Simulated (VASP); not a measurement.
# Si16C15 (a cell with a defect) in VASP: a series of runs, part 2 of 2

VASP 6.6.1. Earlier steps stand in the parts before.

## Step 3: Relaxation of the atoms, PBE

The input, INCAR:

```
PREC = Accurate ; ENCUT = 520
EDIFF = 1E-7 ; ISMEAR = -1
SIGMA = 0.01 ; LREAL = Auto
LASPH = T ; NELM = 120
ALGO = Normal ; ISIF = 2
LWAVE = F ; LCHARG = F
GGA = PE ; IBRION = 2
NSW = 100 ; EDIFFG = -0.03
NELECT = 123.0 ; GGA_COMPAT = F
NELMIN = 4
```

The input, KPOINTS:

```
Automatic mesh
0
Gamma
  1 1 1
  0.25 0.25 0.25
```

The input, POSCAR:

```
Si16C15
1.0
    6.1879230300      0.0000000600      0.0000000000
   -3.0939615600      5.3588985100      0.0000000000
    0.0000000000      0.0000000000     10.1287833600
Si C
16 15
Direct
    0.3333333300      0.1666666700      0.9378448600
    0.1666666700      0.3333333300      0.4378448600
    0.0000000000      0.0000000000      0.6879001300
    0.0000000000      0.0000000000      0.1879001300
    0.3333333300      0.6666666700      0.9378448600
    0.1666666700      0.8333333300      0.4378448600
    0.0000000000      0.5000000000      0.6879001300
    0.0000000000      0.5000000000      0.1879001300
    0.8333333300      0.1666666700      0.9378448600
    0.6666666700      0.3333333300      0.4378448600
    0.5000000000      0.0000000000      0.6879001300
    0.5000000000      0.0000000000      0.1879001300
    0.8333333300      0.6666666700      0.9378448600
    0.6666666700      0.8333333300      0.4378448600
    0.5000000000      0.5000000000      0.6879001300
    0.5000000000      0.5000000000      0.1879001300
    0.3333333300      0.1666666700      0.7498071200
    0.1666666700      0.3333333300      0.2498071200
    0.0000000000      0.0000000000      0.5004468900
    0.0000000000      0.0000000000      0.0004468900
    0.3333333300      0.6666666700      0.7498071200
    0.1666666700      0.8333333300      0.2498071200
    0.0000000000      0.5000000000      0.5004468900
    0.0000000000      0.5000000000      0.0004468900
    0.8333333300      0.1666666700      0.7498071200
    0.6666666700      0.3333333300      0.2498071200
    0.5000000000      0.0000000000      0.5004468900
    0.5000000000      0.0000000000      0.0004468900
    0.8333333300      0.6666666700      0.7498071200
    0.6666666700      0.8333333300      0.2498071200
    0.5000000000      0.5000000000      0.0004468900
```

Potentials or basis: VASP PAW PBE potentials, release 64 (Si, C).

Run with:

```sh
$ cat potpaw_PBE.64/Si/POTCAR potpaw_PBE.64/C/POTCAR > POTCAR
$ mpirun -np 1 vasp_std > vasp.out
```

Wall time 13 min (1 thread of Oxide Virtual Turin-like, shared host); peak memory 0.43 GiB.

The run converged. Its results:

```yaml
Free_energy: -241.8027 eV
Energy_gained_by_relaxing: 5.0 meV/atom
Ionic_steps: 12
Largest_force_after_relaxing: 0.028 eV/Å
```

Forces in eV/Å, atoms in the order of the input:
```
Si   0.000 -0.010 -0.006
Si   0.004  0.003  0.020
Si  -0.010  0.006  0.006
Si   0.007 -0.004 -0.017
Si  -0.008  0.005 -0.006
Si   0.000  0.000  0.015
Si   0.000 -0.011  0.006
Si   0.000  0.008 -0.017
Si   0.000  0.000 -0.018
Si  -0.004  0.003  0.020
Si   0.010  0.006  0.006
Si  -0.007 -0.004 -0.017
Si   0.008  0.005 -0.006
Si   0.000 -0.005  0.020
Si   0.000  0.000 -0.009
Si   0.000  0.000 -0.016
C    0.000 -0.001 -0.014
C   -0.005 -0.003  0.013
C    0.000  0.000 -0.020
C    0.006 -0.004  0.027
C   -0.001  0.001 -0.014
C    0.000  0.000  0.011
C    0.000  0.000 -0.020
C    0.000  0.007  0.027
C    0.000  0.000 -0.010
C    0.005 -0.003  0.013
C    0.000  0.000 -0.020
C   -0.006 -0.004  0.027
C    0.001  0.001 -0.014
C    0.000  0.005  0.013
C    0.000  0.000  0.002
```

Step by step:
```tsv
step	energy change (eV)	largest force (eV/Å)	pressure (GPa)
1	0.0000	0.8736	-7.28
2	-0.0923	0.6384	-6.80
3	-0.1170	0.4475	-6.97
4	-0.1445	0.1959	-6.73
5	-0.1445	0.2008	-6.73
6	-0.1498	0.1688	-6.69
7	-0.1498	0.1701	-6.69
8	-0.1526	0.1095	-6.71
9	-0.1531	0.1055	-6.71
10	-0.1546	0.0409	-6.75
11	-0.1546	0.0422	-6.75
12	-0.1548	0.0276	-6.77
```

Final structure:
```xyz
31
Lattice="6.1879 0.0000 0.0000 -3.0940 5.3589 0.0000 0.0000 0.0000 10.1288" Properties=species:S:1:pos:R:3 pbc="T T T"
Si    1.5470    0.9016    9.4964
Si   -0.0614    1.7508    4.4292
Si    6.1825    0.0031    6.9740
Si   -3.0862    5.3544    1.8972
Si    0.0073    3.5684    9.4964
Si   -1.5470    4.4657    4.4238
Si    4.6409    2.6732    6.9740
Si   -1.5470    2.6884    1.8972
Si    4.6409    0.8931    9.4982
Si    3.1554    1.7508    4.4292
Si    3.0993    0.0031    6.9740
Si   -0.0078    5.3544    1.8972
Si    3.0867    3.5684    9.4964
Si    1.5470    4.5367    4.4292
Si    1.5470    2.6794    6.9418
Si    1.5470    2.6794    1.9031
C     1.5470    0.8969    7.5725
C     0.0045    1.7889    2.5478
C    -3.0801    5.3509    5.0915
C    -3.0935    5.3587    0.0001
C     0.0033    3.5707    7.5725
C    -1.5470    4.4657    2.5391
C    -1.5470    2.6954    5.0915
C    -1.5470    2.6799    0.0001
C     4.6409    0.8931    7.5986
C     3.0895    1.7889    2.5478
C    -0.0138    5.3509    5.0915
C    -0.0004    5.3587    0.0001
C     3.0907    3.5707    7.5725
C     1.5470    4.4605    2.5478
C     1.5470    2.6794    0.0132
```

Levels at points of the mesh, in eV from the Fermi level:
```csv
k point,band 57,band 58,band 59,band 60,band 61,band 62,band 63,band 64,band 65,band 66
"(0.25, 0.25, 0.25)",-2.43,-2.34,-2.09,-1.96,-1.77,0.00,1.16,1.22,2.77,2.89
```

Caveat: the k points lie up to 1.17 Å⁻¹ apart, too coarse for converged energies and pressures of a metal; the cell carries a net charge on a neutralising background, which shifts energy and pressure; the cell is charged against a uniform background, so pressure and absolute levels hang on convention; an odd number of electrons without spin polarisation forces a metal; a magnetic or distorted state may lie lower.
